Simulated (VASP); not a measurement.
LiC3:

```
Li C
1.0
    -0.00956   -0.01140    3.61530
     4.49347    0.00119   -0.01166
    -2.24570    3.86378   -0.00621
Li C
2 6
Cartesian
  -0.1020 2.4223 1.6784
  2.5370 1.3546 1.9589
  0.8985 1.3690 0.0827
  3.0585 2.5433 3.8919
  2.8713 -0.1753 -0.0799
  3.6456 1.4423 0.0130
  1.5400 2.5371 3.7112
  1.2526 0.0699 -0.4872
```

```yaml
Program: VASP 6.6.1
Task: relaxation of cell and atoms
Functional: PBE
Potentials_or_basis: VASP PAW PBE potentials, release 64 (Li_sv, C)
Cutoff: 600 eV
k_mesh: 6 × 6 × 6
Occupations: gaussian, width 0.2 eV
Spin: no spin polarisation
```

At the start: pressure 0.7 GPa; volume 7.85 Å³/atom.

Problem. Where does the relaxation end?

Solution. Over 42 steps the energy falls by 687.4 meV/atom and the volume is 7.48 Å³/atom (-4.7 %); space group P6/mmm (No. 191, to 0.05 Å).

Step by step:
| step | energy change (eV) | largest force (eV/Å) | pressure (GPa) | volume (Å³) |
| --- | --- | --- | --- | --- |
| 1 | 0.0000 | 11.3521 | 0.72 | 62.78 |
| 3 | -3.0893 | 4.8559 | -11.36 | 62.90 |
| 5 | -4.3035 | 4.0154 | 1.98 | 60.35 |
| 7 | -4.9388 | 2.7738 | 3.69 | 60.07 |
| 9 | -5.2246 | 1.7107 | -0.28 | 61.02 |
| 11 | -5.3325 | 1.4559 | -1.77 | 61.28 |
| 13 | -5.4160 | 0.6560 | -1.54 | 61.07 |
| 15 | -5.4475 | 0.6878 | -0.07 | 60.56 |
| 17 | -5.4684 | 0.4215 | 0.39 | 60.21 |
| 19 | -5.4821 | 0.3431 | -0.62 | 60.11 |
| 21 | -5.4866 | 0.2787 | -0.43 | 59.97 |
| 23 | -5.4908 | 0.2201 | 0.49 | 59.72 |
| 25 | -5.4937 | 0.1366 | 0.55 | 59.65 |
| 27 | -5.4955 | 0.1283 | -0.08 | 59.75 |
| 29 | -5.4961 | 0.1166 | -0.12 | 59.77 |
| 31 | -5.4972 | 0.0858 | 0.33 | 59.76 |
| 33 | -5.4980 | 0.1162 | 0.06 | 59.85 |
| 35 | -5.4986 | 0.0606 | -0.27 | 59.94 |
| 37 | -5.4990 | 0.0583 | -0.08 | 59.90 |
| 39 | -5.4992 | 0.0483 | 0.01 | 59.86 |
| 41 | -5.4993 | 0.0399 | -0.02 | 59.83 |
| 42 | -5.4994 | 0.0218 | -0.03 | 59.82 |

Final structure:
```
CELL_PARAMETERS angstrom
0.00298 0.00097 3.57488
4.39555 -0.00007 0.00179
-2.19802 3.80698 0.00115
ATOMIC_POSITIONS crystal
Li 0.50037 0.33424 0.66736
Li 0.50001 0.66610 0.33270
C 0.99963 0.33242 0.33247
C 0.00018 0.99993 0.66753
C 0.00015 0.66753 0.00004
C 0.99974 0.99999 0.33254
C 0.99995 0.66749 0.66746
C 0.99996 0.33228 0.99989
```

Caveat: the cutoff is under 1.25 times the usual one of these potentials, so pressure, stress and relaxed cells hold a basis-set (Pulay) error.
